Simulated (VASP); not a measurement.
The system is B.

```xyz
4
Lattice="1.6962 0.0000 0.0000 -0.8481 1.4690 0.0000 0.0000 0.0000 13.8724" Properties=species:S:1:pos:R:3 pbc="T T T"
B    -0.8481    1.4690    0.0000
B     0.0000    0.0000    6.9362
B     0.0000    0.9793    3.4681
B     0.8481    0.4897   10.4043
```

Base run:

```yaml
Program: VASP 6.6.1
Functional: LDA
Potentials_or_basis: VASP PAW LDA potentials, release 64 (B)
Cutoff: 520 eV
k_mesh: 17 × 17 × 5
Occupations: fermi-dirac, width 0.1 eV
Spin: no spin polarisation
```

Its results: band gap on the k mesh zero (band 6 reaches 8.89 eV, above the bottom of band 7 at -2.06 eV); pressure 0.1 GPa.

**Question.** The run is repeated on the same cell with these changes: k mesh from 17 × 17 × 5 to 24 × 24 × 3. What comes out?

**Answer.** Band gap on the k mesh zero (band 6 reaches 9.19 eV, above the bottom of band 7 at -2.07 eV); pressure -0.4 GPa.
